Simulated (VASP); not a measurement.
Input of a VASP 6.6.1 run:

Contents of POSCAR:

```
NiO
1.0
    0.0000000000      2.0808300000      2.0808300000
    2.0808300000      0.0000000000      2.0808300000
    2.0808300000      2.0808300000      0.0000000000
Ni O
1 1
Direct
    0.0000000000      0.0000000000      0.0000000000
    0.5000000000      0.5000000000      0.5000000000
```

File INCAR.step1:

```
  PREC = Accurate
  ENCUT = 660
  ISMEAR = -1
  SIGMA = 0.1
  LREAL = F
  LASPH = T
  NELM = 120
  NBANDS = 15
  GGA = PE
  ALGO = Normal
  EDIFF = 1E-5
  LWAVE = T
  LCHARG = F
  GGA_COMPAT = F
```

INCAR.step2

```
  PREC = Accurate
  ENCUT = 660
  EDIFF = 1E-6
  ISMEAR = -1
  SIGMA = 0.1
  LREAL = F
  LASPH = T
  NELM = 120
  ALGO = Normal
  ISIF = 2
  LWAVE = F
  LCHARG = T
  METAGGA = R2SCAN
  LMIXTAU = T
  LELF = T
  LVHAR = T
  NBANDS = 15
  ISTART = 1
  GGA_COMPAT = F
```

Contents of KPOINTS:

```
regular mesh
0
Gamma
  2 2 2
```

Potentials or basis: VASP PAW PBE potentials, release 64 (Ni, O).

The run is started by

```sh
$ cat potpaw_PBE.64/Ni/POTCAR potpaw_PBE.64/O/POTCAR > POTCAR
$ cp INCAR.step1 INCAR
$ mpirun -np 1 vasp_std > vasp.out
$ cp INCAR.step2 INCAR
$ mpirun -np 1 vasp_std > vasp.out
```

Question: Estimate the band gap on the k mesh.

Answer: Zero (band 8 reaches 9.56 eV, above the bottom of band 9 at 6.77 eV).

Question: Predict the pressure.

Answer: -15.1 GPa.

Caveat: the k points lie up to 1.31 Å⁻¹ apart; the PAW data sets were made with another functional, which shifts forces and pressure a little; the run has no spin polarisation, though such a crystal can be magnetic; semilocal functionals often make such compounds metallic where correlation or magnetic order opens a gap, which also shifts bond lengths. Spin polarisation is off, so any magnetic state and its effect on volume and gap are missing.
